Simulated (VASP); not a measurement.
# Hg (Pm-3n) in VASP: settings compared

Aim: see how the results for Hg move with the level of theory and the settings. Levels: PBE, PBE+D3(BJ), r2SCAN+rVV10, r2SCAN. Tasks: single point.

Everything below comes from runs of VASP 6.6.1. Logs are shortened: lines on timing, memory, paths and dates and some standing lists are left out, and cuts for length are marked.

## (1) The cell of the first run

It takes space group Pm-3n (No. 223, cubic). The conventional cell has a = 5.855 Å, b = 5.855 Å, c = 5.855 Å, α = 90.00°, β = 90.00°, γ = 90.00°. Hg (site symmetry m-3) has 12 Hg at 3.27 Å within 4.3 Å. Hg (site symmetry -4m2) has 14 Hg at 2.93 to 3.59 Å within 3.9 Å.

## (2) Single point, PBE

Input file INCAR:

```
PREC = Accurate
ENCUT = 520
EDIFF = 1E-6
ISMEAR = -1
SIGMA = 0.02
LREAL = F
LASPH = T
NELM = 80
ALGO = Normal
ISIF = 2
LWAVE = F
LCHARG = T
GGA = PE
LELF = T
LVHAR = T
NBANDS = 58
```

Input file KPOINTS:

```
regular mesh
0
Gamma
  4 4 4
```

Input file POSCAR:

```
Hg
1.0
    5.8545564485      0.0000000000      0.0000000000
    0.0000000000      5.8545564485      0.0000000000
    0.0000000000      0.0000000000      5.8545564485
Hg
8
Direct
    0.0000000000      0.0000000000      0.0000000000
    0.5000000000      0.2500000000      0.0000000000
    0.5000000000      0.7500000000      0.0000000000
    0.0000000000      0.5000000000      0.2500000000
    0.2500000000      0.0000000000      0.5000000000
    0.7500000000      0.0000000000      0.5000000000
    0.5000000000      0.5000000000      0.5000000000
    0.0000000000      0.5000000000      0.7500000000
```

Potentials or basis: VASP PAW PBE potentials, release 64 (Hg).

Launch:

```bash
> cat potpaw_PBE.64/Hg/POTCAR > POTCAR
> mpirun -np 1 vasp_std > vasp.out
```

OUTCAR:

```text
PREC = Accurate
   ENCUT = 520
   EDIFF = 1E-6
   ISMEAR = -1
   LREAL = F
   LASPH = T
   NELM = 80
   ISIF = 2
   GGA = PE

 ion  position               nearest neighbor table
   1  0.000  0.000  0.000-   2 3.27   3 3.27   4 3.27   5 3.27   6 3.27   8 3.27   5 3.27   6 3.27
                             4 3.27   8 3.27   2 3.27   3 3.27
   2  0.500  0.250  0.000-   3 2.93   3 2.93   7 3.27   7 3.27   1 3.27   1 3.27   8 3.59   5 3.59
                             6 3.59   5 3.59   6 3.59   4 3.59   4 3.59   8 3.59
   3  0.500  0.750  0.000-   2 2.93   2 2.93   7 3.27   7 3.27   1 3.27   1 3.27   8 3.59   5 3.59
                             6 3.59   5 3.59   6 3.59   4 3.59   4 3.59   8 3.59
   4  0.000  0.500  0.250-   8 2.93   8 2.93   1 3.27   7 3.27   1 3.27   7 3.27   3 3.59   5 3.59
                             6 3.59   5 3.59   6 3.59   2 3.59   3 3.59   2 3.59
   5  0.250  0.000  0.500-   6 2.93   6 2.93   7 3.27   1 3.27   7 3.27   1 3.27   8 3.59   4 3.59
                             2 3.59   3 3.59   4 3.59   2 3.59   8 3.59   3 3.59
   6  0.750  0.000  0.500-   5 2.93   5 2.93   7 3.27   1 3.27   7 3.27   1 3.27   8 3.59   4 3.59
                             2 3.59   3 3.59   4 3.59   2 3.59   8 3.59   3 3.59
   7  0.500  0.500  0.500-   2 3.27   3 3.27   4 3.27   5 3.27   6 3.27   8 3.27   2 3.27   3 3.27
                             5 3.27   6 3.27   4 3.27   8 3.27
   8  0.000  0.500  0.750-   4 2.93   4 2.93   7 3.27   1 3.27   1 3.27   7 3.27   3 3.59   2 3.59
                             5 3.59   5 3.59   6 3.59   2 3.59   3 3.59   6 3.59

  LATTYP: Found a simple cubic cell.
 ALAT       =     5.8545564485

  Lattice vectors:

 A1 = (   5.8545564485,   0.0000000000,   0.0000000000)
 A2 = (   0.0000000000,   5.8545564485,   0.0000000000)
 A3 = (   0.0000000000,   0.0000000000,   5.8545564485)

Analysis of symmetry for initial positions (statically):
=====================================================================
 Subroutine PRICEL returns:
 Original cell was already a primitive cell.

 Routine SETGRP: Setting up the symmetry group for a
 simple cubic supercell.

 Subroutine GETGRP returns: Found 48 space group operations
 (whereof 24 operations were pure point group operations)
 out of a pool of 48 trial point group operations.

The static configuration has the point symmetry T_h .
 The point group associated with its full space group is O_h .

Analysis of symmetry for dynamics (positions and initial velocities):
=====================================================================
 Subroutine PRICEL returns:
 Original cell was already a primitive cell.

 Routine SETGRP: Setting up the symmetry group for a
 simple cubic supercell.

 Subroutine GETGRP returns: Found 48 space group operations
 (whereof 24 operations were pure point group operations)
 out of a pool of 48 trial point group operations.

The dynamic configuration has the point symmetry T_h .
 The point group associated with its full space group is O_h .

 Subroutine INISYM returns: Found 48 space group operations
 (whereof 24 operations are pure point group operations),
 and found     1 'primitive' translations

----------------------------------------------------------------------------------------

                                     Primitive cell

  volume of cell :     200.6698

  direct lattice vectors                    reciprocal lattice vectors
     5.854556449  0.000000000  0.000000000     0.170807133  0.000000000  0.000000000
     0.000000000  5.854556449  0.000000000     0.000000000  0.170807133  0.000000000
     0.000000000  0.000000000  5.854556449     0.000000000  0.000000000  0.170807133

  length of vectors
     5.854556449  5.854556449  5.854556449     0.170807133  0.170807133  0.170807133

  position of ions in fractional coordinates (direct lattice)
     0.000000000  0.000000000  0.000000000
     0.500000000  0.250000000  0.000000000
     0.500000000  0.750000000  0.000000000
     0.000000000  0.500000000  0.250000000
     0.250000000  0.000000000  0.500000000
     0.750000000  0.000000000  0.500000000
     0.500000000  0.500000000  0.500000000
     0.000000000  0.500000000  0.750000000

  ion indices of the primitive-cell ions
   primitive index   ion index
                 1           1
                 2           2
                 3           3
                 4           4
                 5           5
                 6           6
                 7           7
                 8           8

----------------------------------------------------------------------------------------

 KPOINTS: regular mesh

Automatic generation of k-mesh.
 Grid dimensions read from file:
 generate k-points for:    4    4    4

 Generating k-lattice:

  Cartesian coordinates                     Fractional coordinates (reciprocal lattice)
     0.042701783  0.000000000  0.000000000     0.250000000  0.000000000  0.000000000
     0.000000000  0.042701783  0.000000000     0.000000000  0.250000000  0.000000000
     0.000000000  0.000000000  0.042701783     0.000000000  0.000000000  0.250000000

  Length of vectors
     0.042701783  0.042701783  0.042701783

  Shift w.r.t. Gamma in fractional coordinates (k-lattice)
     0.000000000  0.000000000  0.000000000

 Subroutine IBZKPT returns following result:
 ===========================================

 Found     10 irreducible k-points:

 Following reciprocal coordinates:
            Coordinates               Weight
  0.000000  0.000000  0.000000      1.000000
  0.250000  0.000000  0.000000      6.000000
  0.500000  0.000000  0.000000      3.000000
  0.250000  0.250000  0.000000     12.000000
  0.500000  0.250000  0.000000     12.000000
  0.500000  0.500000  0.000000      3.000000
  0.250000  0.250000  0.250000      8.000000
  0.500000  0.250000  0.250000     12.000000
  0.500000  0.500000  0.250000      6.000000
  0.500000  0.500000  0.500000      1.000000
   k-points           NKPTS =     10   k-points in BZ     NKDIM =     10   number of bands    NBANDS=     58
   number of dos      NEDOS =    301   number of ions     NIONS =      8
   total plane-waves  NPLWV = 110592
   dimension x,y,z NGX =    48 NGY =   48 NGZ =   48
   dimension x,y,z NGXF=    96 NGYF=   96 NGZF=   96
   ions per type =               8
   NGX,Y,Z   is equivalent  to a cutoff of  13.63, 13.63, 13.63 a.u.
   NGXF,Y,Z  is equivalent  to a cutoff of  27.26, 27.26, 27.26 a.u.
 SYSTEM =  unknown system
   PREC   = accura    normal or accurate (medium, high low for compatibility)
   ISTART =      0    job   : 0-new  1-cont  2-samecut
   ICHARG =      2    charge: 1-file 2-atom 10-const
   ISPIN  =      1    spin polarized calculation?
   LNONCOLLINEAR =      F non collinear calculations
   LSORBIT =      F    spin-orbit coupling
   LASPH  =      T    aspherical Exc in radial PAW
   ENCUT  =  520.0 eV  38.22 Ry    6.18 a.u.  10.89 10.89 10.89*2*pi/ulx,y,z
   NELM   =     80;   NELMIN=  2; NELMDL= -5     # of ELM steps
   EDIFF  = 0.1E-05   stopping-criterion for ELM
   LREAL  =      F    real-space projection
   EDIFFG = 0.1E-04   stopping-criterion for IOM
   NSW    =      0    number of steps for IOM
   IBRION =     -1    ionic relax: 0-MD 1-quasi-New 2-CG
   NFREE  =      0    steps in history (QN), initial steepest desc. (CG)
   ISIF   =      2    stress and relaxation
   ISYM   =      2    0-nonsym 1-usesym 2-fastsym
   POTIM  = 0.5000    time-step for ionic-motion
   TEBEG  =    0.0;   TEEND  =   0.0 temperature during run
   PSTRESS=    0.0 pullay stress
   NELECT =      96.0000    total number of electrons
   NUPDOWN=      -1.0000    fix difference up-down
   EMIN   =  10.00;   EMAX   =-10.00  energy-range for DOS
   EFERMI =   0.00;   METHOD = LEGACY
   ISMEAR =    -1;   SIGMA  =   0.02  broadening in eV -4-tet -1-fermi 0-gaus
   EFERMI_NEDOS =   21; number of points for ismear=-14 and -15
   IALGO  =     38    algorithm
   IMIX   =      4    mixing-type and parameters
     AMIX     =   0.40;   BMIX     =  1.00
     AMIX_MAG =   1.60;   BMIX_MAG =  1.00
  volume/ion in A,a.u.               =      25.08       169.27
  Fermi-wavevector in a.u.,A,eV,Ry     =   1.280377  2.419562 22.304923  1.639366
  Thomas-Fermi vector in A             =   2.412808
   LORBIT       =      0    0 simple, 1 ext, 2 COOP (PROOUT), +10 PAW based schemes
   GGA     = PE    functional components
   LHFCALC =     F    Hartree Fock is set to
   AEXX    =    0.0000 exact exchange contribution
   IVDW    =     0    specifies the selected vdW correction
   LEPSILON=     F    determine dielectric tensor
   LRPA    =     F    only Hartree local field effects (RPA)
 non-spin polarized calculation
  energy-cutoff  :      520.00
  volume of cell :      200.67
 maximum number of plane-waves:      5449
 NGX is ok and might be reduce to    48
   NGX = 21   NGY = 21   NGZ = 21

 number of electron      96.0000001 magnetization

 Free energy of the ion-electron system (eV)
  ---------------------------------------------------
  ext. energy  EPLUGINS =         0.00000000
  ---------------------------------------------------
  free energy    TOTEN  =        -1.00949836 eV

  energy without entropy =       -1.00384773  energy(sigma->0) =       -1.00667304

 E-fermi :   2.1864     XC(G=0): -10.5197

 val. band max:        2.1000787681   @ k =   0.5000   0.2500   0.0000
 cond. band min:       2.2113749444   @ k =   0.5000   0.2500   0.0000
 fundamental gap:      0.1112961763
 Fermi energy:         2.1863812556

 k-point     1 :       0.0000    0.0000    0.0000
  band No.  band energies     occupation
      1      -6.3948      2.00000
      2      -5.7455      2.00000
      3      -5.7455      2.00000
      4      -5.3094      2.00000
      5      -5.0938      2.00000
      6      -5.0938      2.00000
[... 50 lines left out ...]
     57       6.6633      0.00000
     58       6.6633      0.00000

 k-point     2 :       0.2500    0.0000    0.0000
  band No.  band energies     occupation
      1      -6.1201      2.00000
      2      -5.7471      2.00000
      3      -5.5450      2.00000
      4      -5.2786      2.00000
      5      -5.1963      2.00000
      6      -5.0405      2.00000
[... 483 lines left out ...]
      2      -4.9898      2.00000
      3      -4.9898      2.00000
      4      -4.9898      2.00000
      5      -4.9898      2.00000
      6      -4.9898      2.00000
[... 50 lines left out ...]
     57       9.5443      0.00000
     58       9.5443      0.00000

------------------------ aborting loop because EDIFF is reached ----------------------------------------

  FORCE on cell =-STRESS in cart. coord.  units (eV):
  Direction    XX          YY          ZZ          XY          YZ          ZX
  --------------------------------------------------------------------------------------
  -------------------------------------------------------------------------------------
  Total        3.9716808      3.9716808      3.9716808      0.0000000      0.0000000      0.0000000
  in kB       31.7104880     31.7104880     31.7104880      0.0000000      0.0000000      0.0000000
  external PRESSURE =      31.7104880 kB  Pullay stress =       0.0000000 kB

 VOLUME and BASIS-vectors are now :
 -----------------------------------------------------------------------------
  energy-cutoff  :      520.00
  volume of cell :      200.67
      direct lattice vectors                 reciprocal lattice vectors
     5.854556449  0.000000000  0.000000000     0.170807133  0.000000000  0.000000000
     0.000000000  5.854556449  0.000000000     0.000000000  0.170807133  0.000000000
     0.000000000  0.000000000  5.854556449     0.000000000  0.000000000  0.170807133

 POSITION                                       TOTAL-FORCE (eV/Angst)
 -----------------------------------------------------------------------------------
      0.00000      0.00000      0.00000         0.000000      0.000000      0.000000
      2.92728      1.46364      0.00000        -0.000000     -0.000000      0.000000
      2.92728      4.39092      0.00000        -0.000000      0.000000     -0.000000
      0.00000      2.92728      1.46364         0.000000     -0.000000     -0.000000
      1.46364      0.00000      2.92728         0.000000      0.000000      0.000000
      4.39092      0.00000      2.92728        -0.000000     -0.000000     -0.000000
      2.92728      2.92728      2.92728         0.000000      0.000000      0.000000
      0.00000      2.92728      4.39092         0.000000     -0.000000      0.000000
 -----------------------------------------------------------------------------------
    total drift:                                0.000000     -0.000000      0.000000

  FREE ENERGIE OF THE ION-ELECTRON SYSTEM (eV)
  ---------------------------------------------------
  free  energy   TOTEN  =        -1.0094983603 eV

  energy  without entropy=       -1.0038477275  energy(sigma->0) =       -1.00667304
```

Run time: 48 s. Hardware: 1 thread of Intel Xeon 6975P-C (Granite Rapids), shared host; peak memory 0.34 GiB.

Results:

```yaml
Free_energy: -1.0095 eV
Pressure: 3.2 GPa
Band_gap_on_the_k_mesh: zero (bands 48 and 49 overlap by 0.77 eV)
```

Levels at points of the mesh, in eV from the Fermi level:
| k point | band 44 | band 45 | band 46 | band 47 | band 48 | band 49 | band 50 | band 51 | band 52 | band 53 |
| --- | --- | --- | --- | --- | --- | --- | --- | --- | --- | --- |
| (0.00, 0.00, 0.00) | -2.67 | -2.00 | -2.00 | -2.00 | 0.34 | 1.82 | 1.82 | 1.89 | 1.89 | 1.89 |
| (0.50, 0.00, 0.00) | -2.01 | -1.83 | -1.83 | -0.63 | -0.63 | -0.43 | -0.43 | 2.41 | 2.41 | 3.11 |
| (0.50, 0.50, 0.00) | -5.02 | -1.70 | -0.76 | -0.76 | -0.21 | 0.18 | 0.83 | 0.83 | 1.98 | 4.49 |
| (0.50, 0.50, 0.50) | -4.03 | -4.03 | -4.03 | -3.77 | -3.77 | 5.00 | 5.00 | 5.00 | 5.00 | 5.00 |

Caveat: the cell stands under pressure; spin-orbit coupling is left out, which moves the levels of the heavy elements.

[end of part 1 of 2]
